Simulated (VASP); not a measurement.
A run of VASP 6.6.1 is set up as follows.

Contents of INCAR:

```
SYSTEM = Te
PREC = Accurate ; ENCUT = 520
EDIFF = 1E-6 ; ISMEAR = -1
SIGMA = 0.05 ; LREAL = .FALSE.
LASPH = .TRUE. ; NELM = 100
ALGO = Normal ; ISIF = 2
LWAVE = .FALSE. ; LCHARG = .FALSE.
GGA = PE ; NBANDS = 16
```

KPOINTS

```
Automatic mesh
0
G
  7 7 5
  0 0 0
```

Contents of POSCAR:

```
Te
1.0
    3.5421802205      0.0000000000      0.0000000000
   -1.7710901102      3.0676180557      0.0000000000
    0.0000000000      0.0000000000      6.5865887611
Te
3
Direct
    0.6666833759      0.6666833759      0.0000000000
    0.0000000000      0.3333166241      0.6666666667
    0.3333166241      0.0000000000      0.3333333333
```

Potentials or basis: VASP PAW PBE potentials, release 64 (Te).

The run is started by

```console
$ cat potpaw_PBE.64/Te/POTCAR > POTCAR
$ mpirun -np 1 vasp_std > vasp.out
```

Q: Estimate the band gap on the k mesh.

A: Zero (bands 9 and 10 overlap by 3.37 eV).

Q: What does it give for the pressure?

A: 20.0 GPa.

Stress tensor (GPa, compression positive):
```
19.94  0.00  0.00
 0.00 19.94  0.00
 0.00  0.00 20.02
```

Caveat: the cell stands under pressure; spin-orbit coupling is left out, which moves the levels of the heavy elements.
